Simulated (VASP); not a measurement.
A run of VASP 6.6.1 is set up as follows.

Contents of INCAR:

```
SYSTEM = PbS
PREC     = Accurate       ! precision mode
ENCUT    = 520            ! plane-wave cutoff, eV
EDIFF    = 1E-6           ! SCF threshold, eV
ISMEAR   = -1             ! smearing method
SIGMA    = 0.05           ! smearing width, eV
LREAL    = .FALSE.        ! projectors in reciprocal space
LASPH    = .TRUE.         ! aspherical terms in the spheres
NELM     = 150            ! most SCF steps
ALGO     = Normal         ! electronic algorithm
ISIF     = 2              ! what is computed and relaxed
LWAVE    = .FALSE.        ! write WAVECAR
LCHARG   = .FALSE.        ! write CHGCAR
MAGMOM   = 0 0 0 0 0 0    ! initial moments
LORBIT   = 11             ! projections on sites
LSORBIT  = .TRUE.         ! spin-orbit coupling
GGA_COMPAT= .FALSE.      
LORBMOM  = .TRUE.       
GGA      = PE             ! functional
NBANDS   = 32             ! bands
```

The input KPOINTS:

```
regular mesh
0
G
  8 8 8
  0 0 0
```

POSCAR

```
PbS
1.0
    0.0000000000      2.9256673838      2.9256673838
    2.9256673838      0.0000000000      2.9256673838
    2.9256673838      2.9256673838      0.0000000000
Pb S
1 1
Direct
    0.0000000000      0.0000000000      0.0000000000
    0.5000000000      0.5000000000      0.5000000000
```

Potentials or basis: VASP PAW PBE potentials, release 64 (Pb_d, S).

Command:

```console
$ cat potpaw_PBE.64/Pb_d/POTCAR potpaw_PBE.64/S/POTCAR > POTCAR
$ mpirun -np 1 vasp_ncl > vasp.out
```

Problem. Estimate the pressure.

Solution. 4.4 GPa.

Problem. Estimate the net moment.

Solution. 0.00 μB per cell.

Moments on the atoms (μB; x, y, z):
```
Pb  0.00 0.00 0.00
S   0.00 0.00 0.00
```

Caveat: the cell stands under pressure.
